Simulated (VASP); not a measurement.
# Ta6S in VASP: further runs

Runs on Ta6S. Level: LDA. Tasks: single point.

Program: VASP 6.6.1. These are calculated values, not measurements. Logs are shortened: lines on timing, memory, paths and dates and some standing lists are left out, and cuts for length are marked.

## 1. The cell of the first run

The cell holds a slab with vacuum, 7 atoms: a = 4.600 Å, b = 4.600 Å, c = 19.902 Å, α = 90.00°, β = 90.00°, γ = 120.00°.

## 2. Single point, LDA

The input, INCAR:

```
ALGO = Normal
DIPOL = 0.5 0.5 0.345
EDIFF = 1E-6
ENCUT = 520
IDIPOL = 3
ISIF = 2
ISMEAR = 0
LASPH = T
LCHARG = F
LDIPOL = T
LREAL = F
LWAVE = F
NBANDS = 45
NELM = 100
PREC = Accurate
SIGMA = 0.1
```

The input, KPOINTS:

```
k-points
0
Gamma
  6 6 1
```

The input, POSCAR:

```
Ta6S
1.0
    4.6002247492      0.0000000000      0.0000000000
   -2.3001123746      3.9839114959      0.0000000000
    0.0000000000      0.0000000000     19.9017722044
Ta S
6 1
Direct
    0.6666666667      0.3333333333      0.2009871261
    0.3333333333      0.6666666667      0.2481697054
    0.0000000000      0.0000000000      0.2953522847
    0.6666666667      0.3333333333      0.3395777425
    0.3333333333      0.6666666667      0.3810648003
    0.0000000000      0.0000000000      0.4221620124
    0.0000000000      0.0000000000      0.5304973280
```

Potentials or basis: VASP PAW LDA potentials, release 64 (Ta_pv, S).

The run is started by

```console
> cat potpaw_LDA.64/Ta_pv/POTCAR potpaw_LDA.64/S/POTCAR > POTCAR
> mpirun -np 1 vasp_std > vasp.out
```

OUTCAR:

```text
EDIFF = 1E-6
   ENCUT = 520
   ISIF = 2
   ISMEAR = 0
   LASPH = T
   LREAL = F
   NELM = 100
   PREC = Accurate

 ion  position               nearest neighbor table
   1  0.667  0.333  0.201-   4 2.76   2 2.82   2 2.82   2 2.82   3 3.25   3 3.25   3 3.25
   2  0.333  0.667  0.248-   5 2.64   1 2.82   1 2.82   3 2.82   3 2.82   3 2.82   1 2.82   4 3.22
                             4 3.22   4 3.22
   3  0.000  0.000  0.295-   6 2.52   4 2.80   4 2.80   4 2.80   2 2.82   2 2.82   2 2.82   5 3.16
                             5 3.16   5 3.16   1 3.25   1 3.25   1 3.25
   4  0.667  0.333  0.340-   1 2.76   5 2.78   5 2.78   5 2.78   3 2.80   3 2.80   3 2.80   6 3.12
                             6 3.12   6 3.12   2 3.22   2 3.22   2 3.22
   5  0.333  0.667  0.381-   2 2.64   6 2.78   6 2.78   6 2.78   4 2.78   4 2.78   4 2.78   3 3.16
                             3 3.16   3 3.16
   6  0.000  0.000  0.422-   7 2.16   3 2.52   5 2.78   5 2.78   5 2.78   4 3.12   4 3.12   4 3.12

   7  0.000  0.000  0.530-   6 2.16

  LATTYP: Found a hexagonal cell.
 ALAT       =     4.6002247492
 C/A-ratio  =     4.3262608436

  Lattice vectors:

 A1 = (   4.6002247492,   0.0000000000,   0.0000000000)
 A2 = (  -2.3001123746,   3.9839114959,   0.0000000000)
 A3 = (   0.0000000000,   0.0000000000,  19.9017722044)

Analysis of symmetry for initial positions (statically):
=====================================================================
 Subroutine PRICEL returns:
 Original cell was already a primitive cell.

 Routine SETGRP: Setting up the symmetry group for a
 hexagonal supercell.

 Subroutine GETGRP returns: Found  6 space group operations
 (whereof  6 operations were pure point group operations)
 out of a pool of 24 trial point group operations.

The static configuration has the point symmetry C_3v.

Analysis of symmetry for dynamics (positions and initial velocities):
=====================================================================
 Subroutine PRICEL returns:
 Original cell was already a primitive cell.

 Routine SETGRP: Setting up the symmetry group for a
 hexagonal supercell.

 Subroutine GETGRP returns: Found  6 space group operations
 (whereof  6 operations were pure point group operations)
 out of a pool of 24 trial point group operations.

The dynamic configuration has the point symmetry C_3v.

 Subroutine INISYM returns: Found  6 space group operations
 (whereof  6 operations are pure point group operations),
 and found     1 'primitive' translations

[... 97 lines left out ...]
   NELECT =      72.0000    total number of electrons
   NUPDOWN=      -1.0000    fix difference up-down
   EMIN   =  10.00;   EMAX   =-10.00  energy-range for DOS
   EFERMI =   0.00;   METHOD = LEGACY
   ISMEAR =     0;   SIGMA  =   0.10  broadening in eV -4-tet -1-fermi 0-gaus
   EFERMI_NEDOS =   21; number of points for ismear=-14 and -15
   IALGO  =     38    algorithm
   IMIX   =      4    mixing-type and parameters
     AMIX     =   0.40;   BMIX     =  1.00
     AMIX_MAG =   1.60;   BMIX_MAG =  1.00
  volume/ion in A,a.u.               =      52.11       351.62
  Fermi-wavevector in a.u.,A,eV,Ry     =   0.953218  1.801321 12.362584  0.908624
  Thomas-Fermi vector in A             =   2.081853
   LORBIT       =      0    0 simple, 1 ext, 2 COOP (PROOUT), +10 PAW based schemes
   GGA     = CA    functional components
   LHFCALC =     F    Hartree Fock is set to
   AEXX    =    0.0000 exact exchange contribution
   IVDW    =     0    specifies the selected vdW correction
   LEPSILON=     F    determine dielectric tensor
   LRPA    =     F    only Hartree local field effects (RPA)
 non-spin polarized calculation
 Gauss-broadening in eV      SIGMA  =   0.10
  energy-cutoff  :      520.00
  volume of cell :      364.74
 maximum number of plane-waves:      9885
 NGX is ok and might be reduce to    36
   NGX = 17   NGY = 17   NGZ = 75

 dipolmoment           0.000000      0.000000     -0.050465 electrons x Angstroem

 number of electron      72.0000019 magnetization

 dipolmoment           0.000000      0.000000      0.279841 electrons x Angstroem

 Free energy of the ion-electron system (eV)
  ---------------------------------------------------
  ext. energy  EPLUGINS =         0.00000000
  ---------------------------------------------------
  free energy    TOTEN  =       -75.12990688 eV

  energy without entropy =      -75.08945074  energy(sigma->0) =      -75.10967881

 E-fermi :  -1.4877     XC(G=0):  -5.4351

 val. band max:       -1.5095749118   @ k =   0.1667   0.0000   0.0000
 cond. band min:      -1.4481828507   @ k =   0.5000  -0.0000   0.0000
 fundamental gap:      0.0613920611
 Fermi energy:        -1.4877304589

 k-point     1 :       0.0000    0.0000    0.0000
  band No.  band energies     occupation
      1     -35.8849      2.00000
      2     -35.7873      2.00000
      3     -35.6380      2.00000
      4     -35.6380      2.00000
      5     -35.4758      2.00000
      6     -35.4758      2.00000
[... 325 lines left out ...]
     44       0.6261      0.00000
     45       1.1851      0.00000

------------------------ aborting loop because EDIFF is reached ----------------------------------------

 vacuum level on the upper side and lower side of the slab       (xc-potential included)         1.270        -1.353

  FORCE on cell =-STRESS in cart. coord.  units (eV):
  Direction    XX          YY          ZZ          XY          YZ          ZX
  --------------------------------------------------------------------------------------
  -------------------------------------------------------------------------------------
  Total       -2.6316672     -2.6316672     -1.2949015      0.0000000      0.0000000     -0.0000000
  in kB      -11.5600860    -11.5600860     -5.6880949      0.0000000      0.0000000     -0.0000000
  external PRESSURE =      -9.6027556 kB  Pullay stress =       0.0000000 kB

 VOLUME and BASIS-vectors are now :
 -----------------------------------------------------------------------------
  energy-cutoff  :      520.00
  volume of cell :      364.74
      direct lattice vectors                 reciprocal lattice vectors
     4.600224749  0.000000000  0.000000000     0.217380683  0.125504796  0.000000000
    -2.300112375  3.983911496  0.000000000     0.000000000  0.251009592  0.000000000
     0.000000000  0.000000000 19.901772204     0.000000000  0.000000000  0.050246782

 POSITION                                       TOTAL-FORCE (eV/Angst)
 -----------------------------------------------------------------------------------
      2.30011      1.32797      4.00000        -0.000000      0.000000      2.132436
     -0.00000      2.65594      4.93902        -0.000000      0.000000     -0.281450
      0.00000      0.00000      5.87803         0.000000      0.000000     -2.998470
      2.30011      1.32797      6.75820        -0.000000     -0.000000      0.040943
     -0.00000      2.65594      7.58386        -0.000000      0.000000      0.547495
      0.00000      0.00000      8.40177         0.000000      0.000000      0.519799
      0.00000      0.00000     10.55784         0.000000      0.000000      0.039248
 -----------------------------------------------------------------------------------
    total drift:                               -0.000000     -0.000000      0.000044

  FREE ENERGIE OF THE ION-ELECTRON SYSTEM (eV)
  ---------------------------------------------------
  free  energy   TOTEN  =       -75.1299068849 eV

  energy  without entropy=      -75.0894507398  energy(sigma->0) =      -75.10967881

 vacuum level on the upper side and lower side of the slab         5.086         2.323
```

OSZICAR:

```text
N       E                     dE             d eps       ncg     rms          rms(c)
DAV:   1     0.578339012399E+03    0.57834E+03   -0.39372E+04   806   0.137E+03
DAV:   2    -0.474348653454E+02   -0.62577E+03   -0.61438E+03   766   0.354E+02
DAV:   3    -0.803302351210E+02   -0.32895E+02   -0.31929E+02   759   0.695E+01
[... 26 lines left out ...]
DAV:  30    -0.751298982469E+02   -0.12096E-04   -0.26281E-06   504   0.601E-03    0.149E-03
DAV:  31    -0.751299029371E+02   -0.46902E-05   -0.10810E-06   493   0.301E-03    0.153E-03
DAV:  32    -0.751299043360E+02   -0.13989E-05   -0.13935E-07   429   0.151E-03    0.114E-03
DAV:  33    -0.751299062368E+02   -0.19008E-05   -0.20806E-07   427   0.149E-03    0.932E-04
DAV:  34    -0.751299068849E+02   -0.64808E-06   -0.11888E-07   455   0.126E-03
   1 F= -.75129907E+02 E0= -.75109679E+02  d E =-.404561E-01
```

stdout:

```text
POSCAR found type information on POSCAR TaS
 POSCAR found :  2 types and       7 ions
 scaLAPACK will be used
 LDA part: xc-table for (Slater(with rela. corr.)+CA(PZ))
 , standard interpolation
 POSCAR, INCAR and KPOINTS ok, starting setup
 FFT: planning ... GRIDC
 FFT: planning ... GRID_SOFT
 FFT: planning ... GRID
 WAVECAR not read
 entering main loop
```

It took 8.9 min on 1 thread of Intel Xeon 8259CL, shared host; peak memory 0.4 GiB.

What came out:

```yaml
Free_energy: -75.1299 eV
Largest_force: 2.998 eV/Å
Band_gap_on_the_k_mesh: zero (bands 36 and 37 overlap by 0.29 eV)
```

Forces on the atoms (eV/Å):
```
Ta   0.000  0.000  2.132
Ta   0.000  0.000 -0.281
Ta   0.000  0.000 -2.998
Ta   0.000  0.000  0.041
Ta   0.000  0.000  0.547
Ta   0.000  0.000  0.520
S    0.000  0.000  0.039
```

Caveat: spin-orbit coupling is left out, which moves the levels of the heavy elements.

## 3. Single point, LDA

The input, INCAR:

```
SYSTEM = Ta6S
  PREC = Accurate
  ENCUT = 520
  EDIFF = 1E-7
  ISMEAR = 0
  SIGMA = 0.1
  LREAL = .False.
  LASPH = .True.
  NELM = 100
  ALGO = Normal
  ISIF = 2
  LWAVE = .False.
  LCHARG = .False.
  LDIPOL = .True.
  IDIPOL = 3
  DIPOL = 0.5 0.5 0.340
  NBANDS = 45
```

The input, KPOINTS:

```
regular mesh
0
Gamma
  6 6 1
  0 0 0
```

POSCAR: that of step 2 with these lines changed.

```diff
@@ -14,2 +14,2 @@
     0.0000000000      0.0000000000      0.4221620124
-    0.0000000000      0.0000000000      0.5304973280
+    0.3333333333      0.6666666667      0.4953696915
```

Potentials or basis: VASP PAW LDA potentials, release 64 (Ta_pv, S).

The run is started by

```console
> cat potpaw_LDA.64/Ta_pv/POTCAR potpaw_LDA.64/S/POTCAR > POTCAR
> mpirun -np 1 vasp_std > vasp.out
```

It took 8.4 min on 1 thread of Intel Xeon 8259CL, shared host; peak memory 0.4 GiB.

It converged, with:

- Free energy: -76.5331 eV
- Largest force: 2.272 eV/Å
- Band gap on the k mesh: zero (bands 36 and 37 overlap by 0.19 eV)

Forces on the atoms (eV/Å):
```
Ta   0.000  0.000  1.688
Ta   0.000  0.000 -0.671
Ta   0.000  0.000 -2.272
Ta   0.000  0.000 -0.939
Ta   0.000  0.000  1.014
Ta   0.000  0.000  1.138
S    0.000  0.000  0.043
```

Levels at points of the mesh, in eV from the Fermi level:
```csv
k point,band 34,band 35,band 36,band 37,band 38,band 39
"(0.00, 0.00, 0.00)",-0.67,-0.31,-0.17,-0.17,0.19,0.72
"(0.50, 0.00, 0.00)",-0.82,-0.59,-0.25,0.07,0.50,0.83
```

Caveat: spin-orbit coupling is left out, which moves the levels of the heavy elements.

## 4. Single point, LDA

The input, INCAR:

```
  PREC = Accurate
  ENCUT = 520
  EDIFF = 1E-6
  ISMEAR = 0
  SIGMA = 0.1
  LREAL = F
  LASPH = T
  NELM = 80
  ALGO = Normal
  ISIF = 2
  LWAVE = F
  LCHARG = T
  LDIPOL = T
  IDIPOL = 3
  DIPOL = 0.5 0.5 0.336
  LELF = T
  LVHAR = T
  LVACPOTAV = T
  NBANDS = 45
```

The input, KPOINTS:

```
regular mesh
0
Gamma
  6 6 1
```

POSCAR: that of step 3 with these lines changed.

```diff
@@ -14,2 +14,2 @@
     0.0000000000      0.0000000000      0.4221620124
-    0.3333333333      0.6666666667      0.4953696915
+    0.6666666667      0.3333333333      0.4614180676
```

The run is started by

```console
> cat potpaw_LDA.64/Ta_pv/POTCAR potpaw_LDA.64/S/POTCAR > POTCAR
> mpirun -np 1 vasp_std > vasp.out
```

It took 7.7 min on 1 thread of Intel Xeon 8259CL, shared host; peak memory 0.39 GiB.

The run converged. Its results:

```yaml
Free_energy: -77.0452 eV
Largest_force: 2.833 eV/Å
Band_gap_on_the_k_mesh: zero (bands 36 and 37 overlap by 0.16 eV)
```

Forces in eV/Å, atoms in the order of the input:
```
Ta   0.000  0.000  1.706
Ta   0.000  0.000 -0.263
Ta   0.000  0.000 -2.833
Ta   0.000  0.000 -1.460
Ta   0.000  0.000  1.582
Ta   0.000  0.000  1.226
S    0.000  0.000  0.042
```

Levels at points of the mesh, in eV from the Fermi level:
```csv
k point,band 33,band 34,band 35,band 36,band 37,band 38,band 39,band 40
"(0.00, 0.00, 0.00)",-0.58,-0.58,0.04,0.05,0.05,0.54,0.62,0.62
"(0.50, 0.00, 0.00)",-1.07,-0.89,-0.41,-0.04,0.07,0.71,0.85,0.98
```

Caveat: spin-orbit coupling is left out, which moves the levels of the heavy elements.

## 5. Overview

```tsv
cell	gap on the mesh (eV)	largest force (eV/Å)
as given, atomic positions A	none	3.00
as given, atomic positions B	none	2.27
as given, atomic positions C	none	2.83
```

Alike in all rows: task single point; level LDA; potentials or basis VASP PAW LDA potentials, release 64 (Ta_pv, S); no spin polarisation; k mesh 6 × 6 × 1; cutoff (eV) 520; smearing gaussian 0.1 eV.

Caveats: spin-orbit coupling is left out, which moves the levels of the heavy elements.

Absolute energies hang on the potentials; compare differences alone.
